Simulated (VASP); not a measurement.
Crystal: NbCd3.

```
CELL_PARAMETERS angstrom
4.21500 0.00000 0.00000
0.00000 4.21500 0.00000
0.00000 0.00000 4.21500
ATOMIC_POSITIONS crystal
Nb 0.00000 0.00000 0.00000
Cd 0.00000 0.50000 0.50000
Cd 0.50000 0.00000 0.50000
Cd 0.50000 0.50000 0.00000
```

| Item | Value |
| --- | --- |
| Program | VASP 6.6.1 |
| Task | relaxation of cell and atoms |
| Functional | PBE |
| Potentials or basis | VASP PAW PBE potentials, release 64 (Nb_sv, Cd) |
| Cutoff | 600 eV |
| k mesh | 5 × 5 × 5 |
| Occupations | gaussian, width 0.1 eV |
| Spin | no spin polarisation |

At the start: pressure 7.7 GPa; volume 18.72 Å³/atom.

Problem. How do energy, volume and symmetry change on relaxing?

Solution. Over 3 steps the energy falls by 30.2 meV/atom and the volume is 20.07 Å³/atom (+7.2 %); space group Pm-3m (No. 221, to 0.05 Å).

Step by step:
| step | energy change (eV) | largest force (eV/Å) | pressure (GPa) | volume (Å³) |
| --- | --- | --- | --- | --- |
| 1 | 0.0000 | 0.0000 | 7.74 | 74.88 |
| 2 | -0.0441 | 0.0000 | -4.74 | 85.12 |
| 3 | -0.1207 | 0.0000 | -0.03 | 80.28 |

Final structure:
```xyz
4
Lattice="4.3139 0.0000 0.0000 0.0000 4.3139 0.0000 0.0000 0.0000 4.3139" Properties=species:S:1:pos:R:3 pbc="T T T"
Nb    0.0000    0.0000    0.0000
Cd    0.0000    2.1570    2.1570
Cd    2.1570    0.0000    2.1570
Cd    2.1570    2.1570    0.0000
```
